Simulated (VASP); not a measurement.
# In (I4/mmm) in VASP: further runs

In is run at these levels: PBE; tasks: single point.

Everything below comes from runs of VASP 6.6.1. Logs are shortened: lines on timing, memory, paths and dates and some standing lists are left out, and cuts for length are marked.

## Step 1: The cell of the first run

Symmetry: I4/mmm, No. 139, tetragonal system. The conventional cell has a = 3.238 Å, b = 3.238 Å, c = 5.395 Å, α = 90.00°, β = 90.00°, γ = 90.00°. Within 4.3 Å of In (site symmetry 4/mmm) lie 12 In at 3.24 to 3.54 Å.

## Step 2: Single point, PBE

INCAR

```
SYSTEM = In
PREC = Accurate ; ENCUT = 520
EDIFF = 1E-6 ; ISMEAR = -1
SIGMA = 0.1 ; LREAL = .False.
LASPH = .True. ; NELM = 60
ALGO = Normal ; ISIF = 2
LWAVE = .False. ; LCHARG = .False.
GGA = PE ; NBANDS = 12
```

KPOINTS

```
Automatic mesh
0
Gamma
  8 8 8
  0 0 0
```

POSCAR

```
In
1.0
   -1.6191072326      1.6191072326      2.6972955536
    1.6191072326     -1.6191072326      2.6972955536
    1.6191072326      1.6191072326     -2.6972955536
In
1
Direct
    0.0000000000      0.0000000000      0.0000000000
```

Potentials or basis: VASP PAW PBE potentials, release 64 (In_d).

On the command line:

```
cat potpaw_PBE.64/In_d/POTCAR > POTCAR
mpirun -np 1 vasp_std > vasp.out
```

OUTCAR:

```text
SYSTEM = In
   PREC = Accurate
   ENCUT = 520
   EDIFF = 1E-6
   ISMEAR = -1
   LREAL = .False.
   LASPH = .True.
   NELM = 60
   ISIF = 2
   GGA = PE

 ion  position               nearest neighbor table
   1  0.000  0.000  0.000-

  LATTYP: Found a body centered tetragonal cell.
 ALAT       =     3.2382144652
 C/A-ratio  =     1.6659153262

  Lattice vectors:

 A1 = (  -1.6191072326,   1.6191072326,   2.6972955536)
 A2 = (   1.6191072326,  -1.6191072326,   2.6972955536)
 A3 = (   1.6191072326,   1.6191072326,  -2.6972955536)

Analysis of symmetry for initial positions (statically):
=====================================================================
 Subroutine PRICEL returns:
 Original cell was already a primitive cell.

 Routine SETGRP: Setting up the symmetry group for a
 body centered tetragonal supercell.

 Subroutine GETGRP returns: Found 16 space group operations
 (whereof 16 operations were pure point group operations)
 out of a pool of 16 trial point group operations.

The static configuration has the point symmetry D_4h.

Analysis of symmetry for dynamics (positions and initial velocities):
=====================================================================
 Subroutine PRICEL returns:
 Original cell was already a primitive cell.

 Routine SETGRP: Setting up the symmetry group for a
 body centered tetragonal supercell.

 Subroutine GETGRP returns: Found 16 space group operations
 (whereof 16 operations were pure point group operations)
 out of a pool of 16 trial point group operations.

The dynamic configuration has the point symmetry D_4h.

 Subroutine INISYM returns: Found 16 space group operations
 (whereof 16 operations are pure point group operations),
 and found     1 'primitive' translations

----------------------------------------------------------------------------------------

                                     Primitive cell

  volume of cell :      28.2839

  direct lattice vectors                    reciprocal lattice vectors
    -1.619107233  1.619107233  2.697295554     0.000000000  0.308812159  0.185370861
     1.619107233 -1.619107233  2.697295554     0.308812159  0.000000000  0.185370861
     1.619107233  1.619107233 -2.697295554     0.308812159  0.308812159  0.000000000

  length of vectors
     3.538137895  3.538137895  3.538137895     0.360176770  0.360176770  0.436726343

  position of ions in fractional coordinates (direct lattice)
     0.000000000  0.000000000  0.000000000

  ion indices of the primitive-cell ions
   primitive index   ion index
                 1           1

----------------------------------------------------------------------------------------

 KPOINTS: Automatic mesh

Automatic generation of k-mesh.
 Grid dimensions read from file:
 generate k-points for:    8    8    8

 Generating k-lattice:

  Cartesian coordinates                     Fractional coordinates (reciprocal lattice)
     0.000000000  0.038601520  0.023171358     0.125000000  0.000000000 -0.000000000
     0.038601520  0.000000000  0.023171358     0.000000000  0.125000000 -0.000000000
     0.038601520  0.038601520  0.000000000     0.000000000  0.000000000  0.125000000

  Length of vectors
     0.045022096  0.045022096  0.054590793

  Shift w.r.t. Gamma in fractional coordinates (k-lattice)
     0.000000000  0.000000000  0.000000000

 Subroutine IBZKPT returns following result:
 ===========================================

 Found     59 irreducible k-points:

 Following reciprocal coordinates:
            Coordinates               Weight
  0.000000  0.000000  0.000000      1.000000
  0.125000 -0.000000  0.000000      8.000000
  0.250000 -0.000000  0.000000      8.000000
  0.375000 -0.000000  0.000000      8.000000
  0.500000 -0.000000  0.000000      4.000000
  0.125000  0.125000  0.000000      8.000000
[... 16 lines left out ...]
  0.250000  0.125000  0.125000     16.000000
  0.375000  0.125000  0.125000      8.000000
 [... further k-points ...]
   k-points           NKPTS =     59   k-points in BZ     NKDIM =     59   number of bands    NBANDS=     12
   number of dos      NEDOS =    301   number of ions     NIONS =      1
   total plane-waves  NPLWV =  21952
   dimension x,y,z NGX =    28 NGY =   28 NGZ =   28
   dimension x,y,z NGXF=    56 NGYF=   56 NGZF=   56
   ions per type =               1
   NGX,Y,Z   is equivalent  to a cutoff of  13.16, 13.16, 13.16 a.u.
   NGXF,Y,Z  is equivalent  to a cutoff of  26.31, 26.31, 26.31 a.u.
 SYSTEM =  In
   PREC   = accura    normal or accurate (medium, high low for compatibility)
   ISTART =      0    job   : 0-new  1-cont  2-samecut
   ICHARG =      2    charge: 1-file 2-atom 10-const
   ISPIN  =      1    spin polarized calculation?
   LNONCOLLINEAR =      F non collinear calculations
   LSORBIT =      F    spin-orbit coupling
   LASPH  =      T    aspherical Exc in radial PAW
   ENCUT  =  520.0 eV  38.22 Ry    6.18 a.u.   6.58  6.58  6.58*2*pi/ulx,y,z
   NELM   =     60;   NELMIN=  2; NELMDL= -5     # of ELM steps
   EDIFF  = 0.1E-05   stopping-criterion for ELM
   LREAL  =      F    real-space projection
   EDIFFG = 0.1E-04   stopping-criterion for IOM
   NSW    =      0    number of steps for IOM
   IBRION =     -1    ionic relax: 0-MD 1-quasi-New 2-CG
   NFREE  =      0    steps in history (QN), initial steepest desc. (CG)
   ISIF   =      2    stress and relaxation
   ISYM   =      2    0-nonsym 1-usesym 2-fastsym
   POTIM  = 0.5000    time-step for ionic-motion
   TEBEG  =    0.0;   TEEND  =   0.0 temperature during run
   PSTRESS=    0.0 pullay stress
   NELECT =      13.0000    total number of electrons
   NUPDOWN=      -1.0000    fix difference up-down
   EMIN   =  10.00;   EMAX   =-10.00  energy-range for DOS
   EFERMI =   0.00;   METHOD = LEGACY
   ISMEAR =    -1;   SIGMA  =   0.10  broadening in eV -4-tet -1-fermi 0-gaus
   EFERMI_NEDOS =   21; number of points for ismear=-14 and -15
   IALGO  =     38    algorithm
   IMIX   =      4    mixing-type and parameters
     AMIX     =   0.40;   BMIX     =  1.00
     AMIX_MAG =   1.60;   BMIX_MAG =  1.00
  volume/ion in A,a.u.               =      28.28       190.87
  Fermi-wavevector in a.u.,A,eV,Ry     =   1.263405  2.387490 21.717524  1.596193
  Thomas-Fermi vector in A             =   2.396764
   LORBIT       =      0    0 simple, 1 ext, 2 COOP (PROOUT), +10 PAW based schemes
   GGA     = PE    functional components
   LHFCALC =     F    Hartree Fock is set to
   AEXX    =    0.0000 exact exchange contribution
   IVDW    =     0    specifies the selected vdW correction
   LEPSILON=     F    determine dielectric tensor
   LRPA    =     F    only Hartree local field effects (RPA)
 non-spin polarized calculation
  energy-cutoff  :      520.00
  volume of cell :       28.28
 maximum number of plane-waves:       776
 NGX is ok and might be reduce to    28
   NGX = 13   NGY = 13   NGZ = 13

 number of electron      12.9999998 magnetization

 Free energy of the ion-electron system (eV)
  ---------------------------------------------------
  ext. energy  EPLUGINS =         0.00000000
  ---------------------------------------------------
  free energy    TOTEN  =        -2.57545276 eV

  energy without entropy =       -2.56545926  energy(sigma->0) =       -2.57045601

 E-fermi :   6.7162     XC(G=0):  -9.8864

 val. band max:        6.5924687706   @ k =  -0.2500   0.5000   0.2500
 cond. band min:       6.7474309022   @ k =  -0.2500   0.2500   0.2500
 fundamental gap:      0.1549621315
 Fermi energy:         6.7161554580

 k-point     1 :       0.0000    0.0000    0.0000
  band No.  band energies     occupation
      1      -8.0545      2.00000
      2      -7.8791      2.00000
      3      -7.8396      2.00000
      4      -7.8396      2.00000
      5      -7.6881      2.00000
      6      -2.3627      2.00000
      7      16.4809      0.00000
      8      16.5588      0.00000
      9      16.5588      0.00000
     10      18.2949      0.00000
     11      19.5595      0.00000
     12      19.9955      0.00000

 k-point     2 :       0.1250   -0.0000    0.0000
  band No.  band energies     occupation
      1      -8.0266      2.00000
      2      -7.8739      2.00000
      3      -7.8398      2.00000
      4      -7.8239      2.00000
      5      -7.7013      2.00000
      6      -2.0371      2.00000
      7      13.6845      0.00000
      8      15.5531      0.00000
      9      16.3913      0.00000
     10      17.7263      0.00000
     11      18.5794      0.00000
     12      21.0885      0.00000

 k-point     3 :       0.2500   -0.0000    0.0000
  band No.  band energies     occupation
      1      -7.9904      2.00000
      2      -7.9041      2.00000
      3      -7.8020      2.00000
      4      -7.7695      2.00000
      5      -7.7167      2.00000
      6      -1.0474      2.00000
      7       9.6933      0.00000
      8      14.0793      0.00000
      9      16.1734      0.00000
     10      17.0027      0.00000
     11      18.1420      0.00000
     12      22.0516      0.00000
[... 286 lines left out ...]
 k-point    23 :       0.2500    0.1250    0.1250
  band No.  band energies     occupation
      1      -7.9186      2.00000
      2      -7.8800      2.00000
      3      -7.8347      2.00000
      4      -7.7544      2.00000
      5      -7.6588      2.00000
      6       1.5559      2.00000
      7       7.0585      0.06312
      8      10.6766      0.00000
      9      12.9275      0.00000
     10      15.5515      0.00000
     11      16.9936      0.00000
     12      19.5130      0.00000

 k-point    24 :       0.3750    0.1250    0.1250
  band No.  band energies     occupation
      1      -7.9255      2.00000
      2      -7.9006      2.00000
      3      -7.8014      2.00000
      4      -7.7804      2.00000
      5      -7.6119      2.00000
      6       3.3058      2.00000
      7       4.6783      2.00000
      8      11.1382      0.00000
      9      11.9082      0.00000
     10      15.1799      0.00000
     11      16.8372      0.00000
     12      22.5336      0.00000

 [... further k-points ...]
[... 5 lines left out ...]
  --------------------------------------------------------------------------------------
  -------------------------------------------------------------------------------------
  Total       -0.2470512     -0.2470512     -0.0890965      0.0000000      0.0000000      0.0000000
  in kB      -13.9945116    -13.9945116     -5.0469810      0.0000000      0.0000000      0.0000000
  external PRESSURE =     -11.0120014 kB  Pullay stress =       0.0000000 kB

 VOLUME and BASIS-vectors are now :
 -----------------------------------------------------------------------------
  energy-cutoff  :      520.00
  volume of cell :       28.28
      direct lattice vectors                 reciprocal lattice vectors
    -1.619107233  1.619107233  2.697295554     0.000000000  0.308812159  0.185370861
     1.619107233 -1.619107233  2.697295554     0.308812159  0.000000000  0.185370861
     1.619107233  1.619107233 -2.697295554     0.308812159  0.308812159  0.000000000

 POSITION                                       TOTAL-FORCE (eV/Angst)
 -----------------------------------------------------------------------------------
      0.00000      0.00000      0.00000         0.000000      0.000000      0.000000
 -----------------------------------------------------------------------------------
    total drift:                               -0.000000     -0.000000     -0.000000

  FREE ENERGIE OF THE ION-ELECTRON SYSTEM (eV)
  ---------------------------------------------------
  free  energy   TOTEN  =        -2.5754527615 eV

  energy  without entropy=       -2.5654592574  energy(sigma->0) =       -2.57045601
```

It took 9.3 s on 1 thread of Intel Xeon 6975P-C (Granite Rapids), shared host; peak memory 0.16 GiB.

Results:

```yaml
Free_energy: -2.5755 eV
Pressure: -1.1 GPa
```

Caveat: spin-orbit coupling is left out, which moves the levels of the heavy elements.

## Step 3: Single point, PBE

This run uses another cell than the first one, of 28.08 Å³/atom, 0.993 times its volume.

INCAR

```
SYSTEM = In
  PREC = Accurate
  ENCUT = 520
  EDIFF = 1E-7
  ISMEAR = -1
  SIGMA = 0.1
  LREAL = .FALSE.
  LASPH = .TRUE.
  NELM = 80
  ALGO = Normal
  ISIF = 2
  LWAVE = .FALSE.
  LCHARG = .FALSE.
  GGA = PE
  NBANDS = 12
```

KPOINTS

```
regular mesh
0
G
  8 8 8
  0 0 0
```

POSCAR

```
In
1.0
   -1.6033042124      1.6033042124      2.7305665990
    1.6033042124     -1.6033042124      2.7305665990
    1.6033042124      1.6033042124     -2.7305665990
In
1
Direct
    0.0000000000      0.0000000000      0.0000000000
```

Potentials or basis: VASP PAW PBE potentials, release 64 (In_d).

On the command line:

```
cat potpaw_PBE.64/In_d/POTCAR > POTCAR
mpirun -np 1 vasp_std > vasp.out
```

OUTCAR:

```text
SYSTEM = In
   PREC = Accurate
   ENCUT = 520
   EDIFF = 1E-7
   ISMEAR = -1
   LREAL = .FALSE.
   LASPH = .TRUE.
   NELM = 80
   ISIF = 2
   GGA = PE

 ion  position               nearest neighbor table
   1  0.000  0.000  0.000-

  LATTYP: Found a body centered tetragonal cell.
 ALAT       =     3.2066084248
 C/A-ratio  =     1.7030870236

  Lattice vectors:

 A1 = (  -1.6033042124,   1.6033042124,   2.7305665990)
 A2 = (   1.6033042124,  -1.6033042124,   2.7305665990)
 A3 = (   1.6033042124,   1.6033042124,  -2.7305665990)

Analysis of symmetry for initial positions (statically):
=====================================================================
 Subroutine PRICEL returns:
 Original cell was already a primitive cell.

 Routine SETGRP: Setting up the symmetry group for a
 body centered tetragonal supercell.

 Subroutine GETGRP returns: Found 16 space group operations
 (whereof 16 operations were pure point group operations)
 out of a pool of 16 trial point group operations.

The static configuration has the point symmetry D_4h.

Analysis of symmetry for dynamics (positions and initial velocities):
=====================================================================
 Subroutine PRICEL returns:
[... 161 lines left out ...]

 k-point     1 :       0.0000    0.0000    0.0000
  band No.  band energies     occupation
      1      -8.0110      2.00000
      2      -7.8269      2.00000
      3      -7.7594      2.00000
      4      -7.7594      2.00000
      5      -7.6028      2.00000
      6      -2.3351      2.00000
      7      16.4476      0.00000
      8      16.7253      0.00000
      9      16.7253      0.00000
     10      18.4681      0.00000
     11      19.3981      0.00000
     12      20.1668      0.00000
[... 331 lines left out ...]
 k-point    24 :       0.3750    0.1250    0.1250
  band No.  band energies     occupation
      1      -7.8614      2.00000
      2      -7.8322      2.00000
      3      -7.7322      2.00000
      4      -7.7134      2.00000
      5      -7.5310      2.00000
      6       3.4158      2.00000
      7       4.7527      2.00000
      8      11.3948      0.00000
      9      12.0202      0.00000
     10      15.1432      0.00000
     11      16.6883      0.00000
     12      22.5157      0.00000

 [... further k-points ...]
[... 5 lines left out ...]
  --------------------------------------------------------------------------------------
  -------------------------------------------------------------------------------------
  Total       -0.1667657     -0.1667657     -0.1004233      0.0000000      0.0000000      0.0000000
  in kB       -9.5164020     -9.5164020     -5.7306027      0.0000000      0.0000000      0.0000000
  external PRESSURE =      -8.2544689 kB  Pullay stress =       0.0000000 kB

 VOLUME and BASIS-vectors are now :
 -----------------------------------------------------------------------------
  energy-cutoff  :      520.00
  volume of cell :       28.08
      direct lattice vectors                 reciprocal lattice vectors
    -1.603304212  1.603304212  2.730566599     0.000000000  0.311855976  0.183112179
     1.603304212 -1.603304212  2.730566599     0.311855976  0.000000000  0.183112179
     1.603304212  1.603304212 -2.730566599     0.311855976  0.311855976  0.000000000

 POSITION                                       TOTAL-FORCE (eV/Angst)
 -----------------------------------------------------------------------------------
      0.00000      0.00000      0.00000         0.000000      0.000000      0.000000
 -----------------------------------------------------------------------------------
    total drift:                               -0.000000     -0.000000      0.000000

  FREE ENERGIE OF THE ION-ELECTRON SYSTEM (eV)
  ---------------------------------------------------
  free  energy   TOTEN  =        -2.5783335515 eV

  energy  without entropy=       -2.5689081335  energy(sigma->0) =       -2.57362084
```

Wall time 10 s (1 thread of Intel Xeon 6975P-C (Granite Rapids), shared host); peak memory 0.16 GiB.

Results:

* Free energy: -2.5783 eV
* Pressure: -0.8 GPa

Levels at points of the mesh, in eV from the Fermi level:
| k point | band 3 | band 4 | band 5 | band 6 | band 7 | band 8 | band 9 | band 10 |
| --- | --- | --- | --- | --- | --- | --- | --- | --- |
| (0.00, 0.00, 0.00) | -14.49 | -14.49 | -14.33 | -9.07 | 9.72 | 9.99 | 9.99 | 11.74 |
| (0.50, 0.00, 0.00) | -14.48 | -14.34 | -14.27 | -4.19 | -3.03 | 5.77 | 9.32 | 9.82 |
| (0.50, 0.50, 0.00) | -14.37 | -14.33 | -14.16 | -1.35 | -1.14 | 2.74 | 3.90 | 6.29 |
| (0.50, 0.50, 0.50) | -14.30 | -14.30 | -14.29 | -4.14 | -2.91 | 5.63 | 5.63 | 8.86 |

Caveat: spin-orbit coupling is left out, which moves the levels of the heavy elements.
